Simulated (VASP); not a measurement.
Input of a VASP 6.6.1 run:

Contents of INCAR:

```
SYSTEM = WSe2
PREC = Accurate
ENCUT = 520
EDIFF = 1E-6
ISMEAR = 0
SIGMA = 0.05
LREAL = .False.
LASPH = .True.
NELM = 60
ALGO = Normal
ISIF = 2
LWAVE = .False.
LCHARG = .True.
GGA = PE
IVDW = 12
LELF = .True.
LVHAR = .True.
NBANDS = 35
```

KPOINTS

```
Automatic mesh
0
Gamma
  9 9 2
  0 0 0
```

POSCAR

```
WSe2
1.0
    3.2790216039      0.0000000000      0.0000000000
   -1.6395108019      2.8397160085      0.0000000000
    0.0000000000      0.0000000000     12.7878979243
W Se
2 4
Direct
    0.1986413036      0.5680652575      0.2500000000
    0.6666666667      0.3333333333      0.7500000000
    0.3333333333      0.6666666667      0.6182859564
    0.6666666667      0.3333333333      0.1182859564
    0.3333333333      0.6666666667      0.8817140436
    0.6666666667      0.3333333333      0.3817140436
```

Potentials or basis: VASP PAW PBE potentials, release 64 (W_sv, Se).

The run is started by

```bash
$ cat potpaw_PBE.64/W_sv/POTCAR potpaw_PBE.64/Se/POTCAR > POTCAR
$ mpirun -np 1 vasp_std > vasp.out
```

Task: Predict the band gap on the k mesh.

Result: 0.56 eV (least direct gap 0.67 eV).

Task: Estimate the largest force.

Result: 7.306 eV/Å.

Task: Estimate the dispersion energy per atom.

Result: -0.476 eV.

Stress tensor (GPa, compression positive):
```
 6.25  3.03  0.00
 3.03 -0.19  0.00
 0.00  0.00  9.29
```

Caveat: the cell differs from its parent crystal (atom 1 (W) moved by -0.280 Å along [1 0 0] and -0.280 Å along [1 2 0]); the cell stands under pressure; spin-orbit coupling is left out, which moves the levels of the heavy elements; an odd mesh through Γ misses points on the zone boundary, where band edges can lie; forces of over 1 eV/Å act on the atoms, so gaps and moduli don't describe the material at rest.
